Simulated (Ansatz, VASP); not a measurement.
## One calculation of Rh, two programs

```xyz
2
Lattice="-1.8904 1.8904 0.0000 0.0000 0.0000 3.7809 1.8904 1.8904 0.0000" Properties=species:S:1:pos:R:3 pbc="T T T"
Rh    0.0000    0.0000    0.0000
Rh    0.0000    1.8904    1.8904
```

Alike in both runs: task single point; functional PBEsol; k mesh 14 × 10 × 14; occupations fermi-dirac, width 0.08 eV; no spin polarisation.

```csv
,VASP,Ansatz
version,VASP 6.6.1,Ansatz 0.2.0
potentials or method,"VASP PAW PBE potentials, release 64 (Rh_pv), cutoff 520 eV","all-electron LAPW, scalar-relativistic"
```

|  | VASP | Ansatz | Ansatz less VASP |
| --- | --- | --- | --- |
| pressure (GPa) | -0.1 | 0.0 | +0.07 |

VASP's potentials were made for PBE, not for PBEsol. Ansatz ran all-electron here, and VASP with PAW potentials.
